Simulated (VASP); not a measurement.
A run of VASP 6.6.1:

File INCAR:

```
  PREC = Accurate
  ENCUT = 520
  EDIFF = 1E-6
  ISMEAR = -1
  SIGMA = 0.05
  LREAL = F
  LASPH = T
  NELM = 100
  ALGO = Normal
  ISIF = 2
  LWAVE = F
  LCHARG = F
  GGA = PE
  NBANDS = 12
```

KPOINTS

```
Automatic mesh
0
Gamma
  17 17 17
```

Contents of POSCAR:

```
P
1.0
   -2.4233443314      2.4233443314      1.2522344002
    2.4233443314     -2.4233443314      1.2522344002
    2.4233443314      2.4233443314     -1.2522344002
P
2
Direct
   -0.3750000000     -0.1250000000     -0.2500000000
    0.3750000000      0.1250000000      0.2500000000
```

Potentials or basis: VASP PAW PBE potentials, release 64 (P).

Launch:

```console
$ cat potpaw_PBE.64/P/POTCAR > POTCAR
$ mpirun -np 1 vasp_std > vasp.out
```

Hardware: 1 thread of Intel Xeon 8259CL (shared host).

Problem. Estimate the wall time of this run.

Solution. Run time: 3.1 min on 1 thread of Intel Xeon 8259CL, with other jobs on the host, peak memory 0.23 GiB. Counts: scf iterations 10, k points 405.
